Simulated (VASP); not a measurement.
Write the native input for VASP 6.6.1 that does the following.

```
Task                   : single point
Functional             : PBE
Potentials or basis    : VASP PAW PBE potentials, release 64 (Sr_sv, O)
Cutoff                 : 520 eV
k mesh                 : 12 × 12 × 12
Occupations            : gaussian, width 0.05 eV
Spin                   : no spin polarisation
Dipole correction      : no
Further INCAR settings : ALGO = Normal; EDIFF = 1e-06; NBANDS = 15
```

The structure of SrO lies in POSCAR:

```
SrO
1.0
    0.0000000000      2.5975128988      2.5975128988
    2.5975128988      0.0000000000      2.5975128988
    2.5975128988      2.5975128988      0.0000000000
Sr O
1 1
Direct
    0.5384983651      0.4615016349      0.5384983651
    0.0000000000      0.0000000000      0.0000000000
```

This cell differs from its parent crystal: atom 1 (Sr) moved 0.2 Å along y.

The input as run:

INCAR

```
PREC = Accurate
ENCUT = 520
EDIFF = 1E-6
ISMEAR = 0
SIGMA = 0.05
LREAL = False
LASPH = True
NELM = 100
ALGO = Normal
ISIF = 2
LWAVE = False
LCHARG = False
GGA = PE
NBANDS = 15
```

KPOINTS

```
regular mesh
0
Gamma
  12 12 12
```

Potentials or basis: VASP PAW PBE potentials, release 64 (Sr_sv, O).

The run is started by

```console
$ cat potpaw_PBE.64/Sr_sv/POTCAR potpaw_PBE.64/O/POTCAR > POTCAR
$ mpirun -np 1 vasp_std > vasp.out
```

It gave:

| Item | Value |
| --- | --- |
| Pressure | 1.5 GPa |
| Largest force | 0.512 eV/Å |
| Band gap on the k mesh | 3.36 eV, indirect (least direct gap 3.42 eV) |

Caveat: the cell differs from its parent crystal (atom 1 (Sr) moved 0.2 Å along y).

Wall time 51 s on 1 thread of AMD EPYC 9R45 96-Core Processor (Zen 5) (shared host), peak memory 0.19 GiB.
